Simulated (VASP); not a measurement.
A run of VASP 6.6.1 is set up as follows.

File POSCAR:

```
WS2
1.0
    3.1835163552      0.0000000000      0.0000000000
   -1.5917581776      2.7570060369      0.0000000000
    0.0000000000      0.0000000000     16.9505778900
W S
1 2
Direct
    0.0000000000      0.0000000000      0.0000000000
    0.3333333333      0.6666666667      0.0920005100
    0.3333333333      0.6666666667      0.9079994900
```

File INCAR.step1:

```
PREC = Accurate
ENCUT = 520
EDIFF = 1E-5
ISMEAR = -1
SIGMA = 0.05
LREAL = False
LASPH = True
NELM = 100
ALGO = Normal
ISIF = 2
LWAVE = True
GGA = PE
NBANDS = 20
```

INCAR.step2

```
PREC = Accurate
ENCUT = 520
EDIFF = 1E-7
ISMEAR = -1
SIGMA = 0.05
LREAL = False
LASPH = True
NELM = 100
ALGO = Normal
ISIF = 2
LWAVE = False
LCHARG = True
METAGGA = R2SCAN
LHFCALC = True
AEXX = 0.25
LMIXTAU = True
PRECFOCK = Normal
LELF = True
LVHAR = True
ISTART = 1
NBANDS = 20
```

KPOINTS

```
regular mesh
0
Gamma
  5 5 1
```

Potentials or basis: VASP PAW PBE potentials, release 64 (W_sv, S).

The run is started by

```console
$ cat potpaw_PBE.64/W_sv/POTCAR potpaw_PBE.64/S/POTCAR > POTCAR
$ cp INCAR.step1 INCAR
$ mpirun -np 1 vasp_std > vasp.out
$ cp INCAR.step2 INCAR
$ mpirun -np 1 vasp_std > vasp.out
```

**Question.** Estimate the band gap on the k mesh.

**Answer.** 3.63 eV, indirect (least direct gap 4.14 eV).

**Question.** What does it give for the largest force?

**Answer.** 0.411 eV/Å.

Forces on the atoms (eV/Å):
```
W    0.000  0.000  0.000
S    0.000  0.000 -0.411
S    0.000  0.000  0.411
```

Caveat: the k points lie up to 0.46 Å⁻¹ apart; the PAW data sets were made with another functional, which shifts forces and pressure a little; spin-orbit coupling is left out, which moves the levels of the heavy elements.
